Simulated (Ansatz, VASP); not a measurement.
# Two plane-wave programs on BN

```
CELL_PARAMETERS angstrom
2.50612 0.00000 0.00000
-1.25306 2.17037 0.00000
0.00000 0.00000 6.59736
ATOMIC_POSITIONS crystal
B 0.88942 0.77884 0.48545
B 0.33333 0.66667 0.00000
N 0.00000 0.00000 0.00000
N 0.66667 0.33333 0.50000
```

Alike in both runs: task single point; functional PBE; dispersion D3(BJ); k mesh 12 × 12 × 4; occupations gaussian, width 0.05 eV; no spin polarisation.

|  | VASP | Ansatz |
| --- | --- | --- |
| version | VASP 6.6.1 | Ansatz 0.2.0 |
| potentials or method | VASP PAW PBE potentials, release 64 (B, N), cutoff 520 eV | scalar-relativistic, plane waves, PAW |
| valence electrons in the cell | 16 | 16 |

Ansatz gave:

| Item | Value |
| --- | --- |
| gap on the k mesh at the Fermi level (eV) | 3.29 |
| least direct gap on the mesh (eV) | 4.25 |
| rms of the force components (eV/Å) | 24.009 |

Estimate VASP's values.

gap on the k mesh at the Fermi level (eV): 3.27; least direct gap on the mesh (eV): 4.23; rms of the force components (eV/Å): 25.030.

Atom by atom the forces differ by 1.021 eV/Å (rms over components).
